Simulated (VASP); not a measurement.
# SnSe (zincblende type) (F-43m) in VASP: further runs, part 2 of 2

VASP 6.6.1. Earlier steps stand in the parts before.

### Step 4. Single point, PBE (41.26 Å³/atom)

This run uses another cell than the first one, of 41.26 Å³/atom.

Contents of INCAR:

```
ALGO = Normal
EDIFF = 1E-6
ENCUT = 520
GGA = PE
ISIF = 2
ISMEAR = -1
LASPH = T
LCHARG = F
LREAL = F
LWAVE = F
NBANDS = 17
NELM = 60
PREC = Accurate
SIGMA = 0.05
```

Contents of KPOINTS:

```
k-points
0
Gamma
  12 12 12
```

Contents of POSCAR:

```
SnSe
1.0
    0.0000000000      3.4553904362      3.4553904362
    3.4553904362      0.0000000000      3.4553904362
    3.4553904362      3.4553904362      0.0000000000
Sn Se
1 1
Direct
    0.0000000000      0.0000000000      0.0000000000
    0.2500000000      0.2500000000      0.2500000000
```

Potentials or basis: VASP PAW PBE potentials, release 64 (Sn_d, Se).

Launch:

```bash
$ cat potpaw_PBE.64/Sn_d/POTCAR potpaw_PBE.64/Se/POTCAR > POTCAR
$ mpirun -np 1 vasp_std > vasp.out
```

OUTCAR:

```text
EDIFF = 1E-6
   ENCUT = 520
   GGA = PE
   ISIF = 2
   ISMEAR = -1
   LASPH = T
   LREAL = F
   NELM = 60
   PREC = Accurate

 ion  position               nearest neighbor table
   1  0.000  0.000  0.000-   2 2.99   2 2.99   2 2.99   2 2.99
   2  0.250  0.250  0.250-   1 2.99   1 2.99   1 2.99   1 2.99

  LATTYP: Found a face centered cubic cell.
 ALAT       =     6.9107808724

  Lattice vectors:

 A1 = (   0.0000000000,   3.4553904362,   3.4553904362)
 A2 = (   3.4553904362,   0.0000000000,   3.4553904362)
 A3 = (   3.4553904362,   3.4553904362,   0.0000000000)

Analysis of symmetry for initial positions (statically):
=====================================================================
 Subroutine PRICEL returns:
 Original cell was already a primitive cell.

 Routine SETGRP: Setting up the symmetry group for a
 face centered cubic supercell.

 Subroutine GETGRP returns: Found 24 space group operations
 (whereof 24 operations were pure point group operations)
 out of a pool of 48 trial point group operations.

The static configuration has the point symmetry T_d .

Analysis of symmetry for dynamics (positions and initial velocities):
=====================================================================
 Subroutine PRICEL returns:
 Original cell was already a primitive cell.

 Routine SETGRP: Setting up the symmetry group for a
 face centered cubic supercell.

 Subroutine GETGRP returns: Found 24 space group operations
 (whereof 24 operations were pure point group operations)
 out of a pool of 48 trial point group operations.

The dynamic configuration has the point symmetry T_d .

 Subroutine INISYM returns: Found 24 space group operations
 (whereof 24 operations are pure point group operations),
 and found     1 'primitive' translations

----------------------------------------------------------------------------------------

                                     Primitive cell

  volume of cell :      82.5128

  direct lattice vectors                    reciprocal lattice vectors
     0.000000000  3.455390436  3.455390436    -0.144701448  0.144701448  0.144701448
     3.455390436  0.000000000  3.455390436     0.144701448 -0.144701448  0.144701448
     3.455390436  3.455390436  0.000000000     0.144701448  0.144701448 -0.144701448

  length of vectors
     4.886660018  4.886660018  4.886660018     0.250630260  0.250630260  0.250630260

  position of ions in fractional coordinates (direct lattice)
     0.000000000  0.000000000  0.000000000
     0.250000000  0.250000000  0.250000000

  ion indices of the primitive-cell ions
   primitive index   ion index
                 1           1
                 2           2

----------------------------------------------------------------------------------------

 KPOINTS: k-points

Automatic generation of k-mesh.
 Grid dimensions read from file:
 generate k-points for:   12   12   12

 Generating k-lattice:

  Cartesian coordinates                     Fractional coordinates (reciprocal lattice)
    -0.012058454  0.012058454  0.012058454     0.083333333  0.000000000  0.000000000
     0.012058454 -0.012058454  0.012058454     0.000000000  0.083333333  0.000000000
     0.012058454  0.012058454 -0.012058454     0.000000000  0.000000000  0.083333333

  Length of vectors
     0.020885855  0.020885855  0.020885855

  Shift w.r.t. Gamma in fractional coordinates (k-lattice)
     0.000000000  0.000000000  0.000000000

 Subroutine IBZKPT returns following result:
 ===========================================

 Found     72 irreducible k-points:

 Following reciprocal coordinates:
            Coordinates               Weight
  0.000000  0.000000  0.000000      1.000000
  0.083333  0.000000  0.000000      8.000000
  0.166667  0.000000  0.000000      8.000000
  0.250000  0.000000  0.000000      8.000000
  0.333333  0.000000  0.000000      8.000000
  0.416667  0.000000  0.000000      8.000000
[... 16 lines left out ...]
  0.500000  0.166667  0.000000     24.000000
 -0.416667  0.166667  0.000000     24.000000
 [... further k-points ...]
   k-points           NKPTS =     72   k-points in BZ     NKDIM =     72   number of bands    NBANDS=     17
   number of dos      NEDOS =    301   number of ions     NIONS =      2
   total plane-waves  NPLWV =  46656
   dimension x,y,z NGX =    36 NGY =   36 NGZ =   36
   dimension x,y,z NGXF=    72 NGYF=   72 NGZF=   72
   ions per type =               1   1
   NGX,Y,Z   is equivalent  to a cutoff of  12.25, 12.25, 12.25 a.u.
   NGXF,Y,Z  is equivalent  to a cutoff of  24.49, 24.49, 24.49 a.u.
 SYSTEM =  unknown system
   PREC   = accura    normal or accurate (medium, high low for compatibility)
   ISTART =      0    job   : 0-new  1-cont  2-samecut
   ICHARG =      2    charge: 1-file 2-atom 10-const
   ISPIN  =      1    spin polarized calculation?
   LNONCOLLINEAR =      F non collinear calculations
   LSORBIT =      F    spin-orbit coupling
   LASPH  =      T    aspherical Exc in radial PAW
   ENCUT  =  520.0 eV  38.22 Ry    6.18 a.u.   9.09  9.09  9.09*2*pi/ulx,y,z
   NELM   =     60;   NELMIN=  2; NELMDL= -5     # of ELM steps
   EDIFF  = 0.1E-05   stopping-criterion for ELM
   LREAL  =      F    real-space projection
   EDIFFG = 0.1E-04   stopping-criterion for IOM
   NSW    =      0    number of steps for IOM
   IBRION =     -1    ionic relax: 0-MD 1-quasi-New 2-CG
   NFREE  =      0    steps in history (QN), initial steepest desc. (CG)
   ISIF   =      2    stress and relaxation
   ISYM   =      2    0-nonsym 1-usesym 2-fastsym
   POTIM  = 0.5000    time-step for ionic-motion
   TEBEG  =    0.0;   TEEND  =   0.0 temperature during run
   PSTRESS=    0.0 pullay stress
   NELECT =      20.0000    total number of electrons
   NUPDOWN=      -1.0000    fix difference up-down
   EMIN   =  10.00;   EMAX   =-10.00  energy-range for DOS
   EFERMI =   0.00;   METHOD = LEGACY
   ISMEAR =    -1;   SIGMA  =   0.05  broadening in eV -4-tet -1-fermi 0-gaus
   EFERMI_NEDOS =   21; number of points for ismear=-14 and -15
   IALGO  =     38    algorithm
   IMIX   =      4    mixing-type and parameters
     AMIX     =   0.40;   BMIX     =  1.00
     AMIX_MAG =   1.60;   BMIX_MAG =  1.00
  volume/ion in A,a.u.               =      41.26       278.41
  Fermi-wavevector in a.u.,A,eV,Ry     =   1.020730  1.928901 14.175781  1.041890
  Thomas-Fermi vector in A             =   2.154316
   LORBIT       =      0    0 simple, 1 ext, 2 COOP (PROOUT), +10 PAW based schemes
   GGA     = PE    functional components
   LHFCALC =     F    Hartree Fock is set to
   AEXX    =    0.0000 exact exchange contribution
   IVDW    =     0    specifies the selected vdW correction
   LEPSILON=     F    determine dielectric tensor
   LRPA    =     F    only Hartree local field effects (RPA)
 non-spin polarized calculation
  energy-cutoff  :      520.00
  volume of cell :       82.51
 maximum number of plane-waves:      2252
   NGX = 19   NGY = 19   NGZ = 19

 number of electron      19.9999991 magnetization

 Free energy of the ion-electron system (eV)
  ---------------------------------------------------
  ext. energy  EPLUGINS =         0.00000000
  ---------------------------------------------------
  free energy    TOTEN  =        -7.73192823 eV

  energy without entropy =       -7.73143479  energy(sigma->0) =       -7.73168151

 E-fermi :   2.3952     XC(G=0):  -7.5044

 val. band max:        2.2749704816   @ k =  -0.2500   0.5000   0.2500
 cond. band min:       2.5021797602   @ k =   0.5000   0.5000   0.0000
 fundamental gap:      0.2272092786
 Fermi energy:         2.3952408463

 k-point     1 :       0.0000    0.0000    0.0000
  band No.  band energies     occupation
      1     -19.4439      2.00000
      2     -19.4439      2.00000
      3     -19.4439      2.00000
      4     -19.4369      2.00000
      5     -19.4369      2.00000
      6     -10.5142      2.00000
[... 9 lines left out ...]
     16       9.7618      0.00000
     17      10.8958      0.00000
[... 441 lines left out ...]
 k-point    24 :      -0.4167    0.1667    0.0000
  band No.  band energies     occupation
      1     -19.4463      2.00000
      2     -19.4419      2.00000
      3     -19.4416      2.00000
      4     -19.4365      2.00000
      5     -19.4363      2.00000
      6     -10.1022      2.00000
[... 9 lines left out ...]
     16       9.5540      0.00000
     17      10.6897      0.00000

 [... further k-points ...]

------------------------ aborting loop because EDIFF is reached ----------------------------------------

  FORCE on cell =-STRESS in cart. coord.  units (eV):
  Direction    XX          YY          ZZ          XY          YZ          ZX
  --------------------------------------------------------------------------------------
  -------------------------------------------------------------------------------------
  Total       -0.8188367     -0.8188367     -0.8188367     -0.0000000      0.0000000      0.0000000
  in kB      -15.8996117    -15.8996117    -15.8996117     -0.0000000      0.0000000      0.0000000
  external PRESSURE =     -15.8996117 kB  Pullay stress =       0.0000000 kB

 VOLUME and BASIS-vectors are now :
 -----------------------------------------------------------------------------
  energy-cutoff  :      520.00
  volume of cell :       82.51
      direct lattice vectors                 reciprocal lattice vectors
     0.000000000  3.455390436  3.455390436    -0.144701448  0.144701448  0.144701448
     3.455390436  0.000000000  3.455390436     0.144701448 -0.144701448  0.144701448
     3.455390436  3.455390436  0.000000000     0.144701448  0.144701448 -0.144701448

 POSITION                                       TOTAL-FORCE (eV/Angst)
 -----------------------------------------------------------------------------------
      0.00000      0.00000      0.00000        -0.000000     -0.000000      0.000000
      1.72770      1.72770      1.72770         0.000000      0.000000     -0.000000
 -----------------------------------------------------------------------------------
    total drift:                               -0.000000     -0.000000      0.000000

  FREE ENERGIE OF THE ION-ELECTRON SYSTEM (eV)
  ---------------------------------------------------
  free  energy   TOTEN  =        -7.7319282288 eV

  energy  without entropy=       -7.7314347936  energy(sigma->0) =       -7.73168151
```

OSZICAR:

```text
N       E                     dE             d eps       ncg     rms          rms(c)
DAV:   1     0.131762755573E+03    0.13176E+03   -0.94863E+03  2456   0.123E+03
DAV:   2     0.637532880584E+01   -0.12539E+03   -0.12175E+03  2600   0.315E+02
DAV:   3    -0.769877259114E+01   -0.14074E+02   -0.13948E+02  2968   0.965E+01
DAV:   4    -0.811258808617E+01   -0.41382E+00   -0.41349E+00  2938   0.182E+01
DAV:   5    -0.812599511432E+01   -0.13407E-01   -0.13407E-01  3405   0.314E+00    0.310E+00
DAV:   6    -0.772668707768E+01    0.39931E+00   -0.11929E+00  3487   0.486E+00    0.179E+00
DAV:   7    -0.772763911831E+01   -0.95204E-03   -0.11694E-01  2557   0.142E+00    0.974E-01
DAV:   8    -0.773106520918E+01   -0.34261E-02   -0.14730E-02  2812   0.107E+00    0.131E-01
DAV:   9    -0.773126262506E+01   -0.19742E-03   -0.39755E-03  2687   0.381E-01    0.958E-02
DAV:  10    -0.773179938165E+01   -0.53676E-03   -0.71148E-04  2540   0.164E-01    0.251E-02
DAV:  11    -0.773191410267E+01   -0.11472E-03   -0.11947E-04  2792   0.636E-02    0.824E-03
DAV:  12    -0.773192570058E+01   -0.11598E-04   -0.14406E-05  2611   0.365E-02    0.273E-03
DAV:  13    -0.773192815655E+01   -0.24560E-05   -0.40956E-06  2645   0.962E-03    0.195E-03
DAV:  14    -0.773192822879E+01   -0.72237E-07   -0.48033E-07  2170   0.455E-03
   1 F= -.77319282E+01 E0= -.77316815E+01  d E =-.493435E-03
```

stdout:

```text
POSCAR found type information on POSCAR SnSe
 POSCAR found :  2 types and       2 ions
 scaLAPACK will be used
 LDA part: xc-table for (Slater+PW92), standard interpolation
 POSCAR, INCAR and KPOINTS ok, starting setup
 FFT: planning ... GRIDC
 FFT: planning ... GRID_SOFT
 FFT: planning ... GRID
 WAVECAR not read
 entering main loop
```

Wall time 39 s (1 thread of Intel Xeon 6975P-C (Granite Rapids), shared host); peak memory 0.26 GiB.

What came out:

| Quantity | Value |
| --- | --- |
| Free energy | -7.7319 eV |
| Pressure | -1.6 GPa |
| Band gap on the k mesh | 0.23 eV (least direct gap 0.77 eV) |

Levels at points of the mesh, in eV from the valence-band top:
```
           k point  band 7  band 8  band 9  band 10  band 11  band 12  band 13  band 14
(0.00, 0.00, 0.00)   -5.42   -2.00   -2.00    -2.00     1.56     1.56     1.56     4.81
(0.50, 0.00, 0.00)   -6.89   -2.47   -2.47    -2.02     2.27     2.27     3.16     6.38
(0.50, 0.50, 0.00)   -7.14   -3.09   -3.09    -0.55     0.23     4.09     4.09     5.59
```

Caveat: spin-orbit coupling is left out, which moves the levels of the heavy elements.

### Step 5. The runs side by side

| cell | gap on the mesh (eV) | pressure (GPa) |
| --- | --- | --- |
| a = 4.793 Å, angles 60.0°, 2 atoms | 0.05 | 0.0 |
| a = 4.840 Å, angles 60.0°, 2 atoms | 0.14 | -0.8 |
| a = 4.887 Å, angles 60.0°, 2 atoms | 0.23 | -1.6 |

Alike in all rows: task single point; level PBE; potentials or basis VASP PAW PBE potentials, release 64 (Sn_d, Se); no spin polarisation; k mesh 12 × 12 × 12; cutoff (eV) 520; smearing fermi-dirac 0.05 eV.

Caveats: spin-orbit coupling is left out, which moves the levels of the heavy elements.

Total energies depend on the potentials used, so only differences within one code and one set of settings carry meaning.
